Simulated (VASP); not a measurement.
# Se: relaxation of the atoms with PBEsol

The system is Se.

```xyz
3
Lattice="3.7962 0.0000 0.0000 -1.8981 3.2876 0.0000 0.0000 0.0000 4.8142" Properties=species:S:1:pos:R:3 pbc="T T T"
Se    1.0272    0.0000    0.8024
Se   -0.5136    0.8896    4.0118
Se    1.3845    2.3980    2.4071
```

This cell differs from its parent crystal: equal strain along all axes, cell held: -6.0 %.

```json
{
 "Program": "VASP 6.6.1",
 "Task": "relaxation of the atoms",
 "Functional": "PBEsol",
 "Potentials or basis": "VASP PAW PBE potentials, release 64 (Se)",
 "Cutoff": "520 eV",
 "k mesh": "12 × 12 × 8",
 "Occupations": "gaussian, width 0.02 eV",
 "Spin": "no spin polarisation",
 "Dipole correction": "no",
 "Further INCAR settings": "ALGO = Normal; EDIFF = 1e-06; IBRION = 2; EDIFFG = -0.008; NSW = 60"
}
```

| Item | Value |
| --- | --- |
| Energy gained by relaxing | 10.6 meV/atom |
| Ionic steps | 6 |
| Pressure after relaxing | 10.9 GPa |
| Band gap on the k mesh | zero (band 9 reaches 6.37 eV, above the bottom of band 10 at 6.02 eV) |

Forces in eV/Å, atoms in the order of the input:
```
Se   0.002  0.000  0.000
Se  -0.001  0.002  0.000
Se  -0.001 -0.002  0.000
```

Stress tensor (GPa, compression positive):
```
 9.46  0.00  0.00
 0.00  9.46  0.00
 0.00  0.00 13.85
```

Step by step:
```
step  energy change (eV)  largest force (eV/Å)  pressure (GPa)
   1              0.0000                0.4333           13.73
   2             -0.0204                0.2237           12.67
   3             -0.0310                0.0477           11.39
   4             -0.0317                0.0203           11.06
   5             -0.0318                0.0124           10.83
   6             -0.0319                0.0024           10.92
```

Final structure:
```
CELL_PARAMETERS angstrom
3.79616 0.00000 0.00000
-1.89808 3.28757 0.00000
0.00000 0.00000 4.81418
ATOMIC_POSITIONS crystal
Se 0.28631 0.00000 0.16667
Se 0.00000 0.28631 0.83333
Se 0.71369 0.71369 0.50000
```

Levels at points of the mesh, in eV from the Fermi level:
```csv
k point,band 7,band 8,band 9,band 10,band 11,band 12
"(0.00, 0.00, 0.00)",-2.74,-2.74,-2.01,1.29,1.29,1.61
"(0.50, 0.00, 0.00)",-5.17,-1.27,-1.06,0.51,0.63,2.44
"(0.00, 0.00, 0.50)",-2.02,-1.63,-1.63,-0.26,-0.26,-0.14
"(0.50, 0.00, 0.50)",-3.93,-3.49,0.04,0.96,2.79,3.20
```

It took 4.8 min on 1 thread of Intel Xeon 8259CL, on a shared host, peak memory 0.23 GiB.

Caveat: the cell differs from its parent crystal (equal strain along all axes, cell held: -6.0 %); the PAW data sets were made with another functional, which shifts forces and pressure a little.
